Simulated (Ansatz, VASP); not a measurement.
# InSe2: VASP beside Ansatz

```
In Se
1.0
     3.89489    0.00000    0.00000
     0.00000    3.89489    0.00000
     0.00000    0.00000    9.62623
In Se
2 4
Direct
  0.00000 0.50000 0.70647
  0.50000 0.00000 0.29353
  0.00000 0.50000 0.36621
  0.50000 0.00000 0.63379
  0.00000 0.00000 0.00000
  0.50000 0.50000 0.00000
```

Alike in both runs: task single point; functional PBEsol; k mesh 10 × 10 × 4; occupations fermi-dirac, width 0.5 eV; no spin polarisation.

|  | VASP | Ansatz |
| --- | --- | --- |
| version | VASP 6.6.1 | Ansatz 0.2.0 |
| potentials or method | VASP PAW PBE potentials, release 64 (In_d, Se), cutoff 520 eV | scalar-relativistic, plane waves, PAW |
| valence electrons in the cell | 50 | 90 |

Ansatz gave:

```
gap on the k mesh at the Fermi level (eV)                     : none
pressure (GPa)                                                : -1.4
traceless stress, the component that is largest in VASP (GPa) : -0.52
rms of the force components (eV/Å)                            : 0.014
```

**Question.** What did VASP give for the same quantities?

**Answer.** gap on the k mesh at the Fermi level (eV): none; pressure (GPa): -1.4; traceless stress, the component that is largest in VASP (GPa): -0.56; rms of the force components (eV/Å): 0.014.

VASP's potentials were made for PBE, not for PBEsol. Atom by atom the forces differ by 0.001 eV/Å (rms over components). A gap of «none» marks a metal or a gap that the smearing closes. VASP's potentials hold 50 valence electrons a cell and Ansatz's 90, so a difference there can come from the potentials and not from the codes.
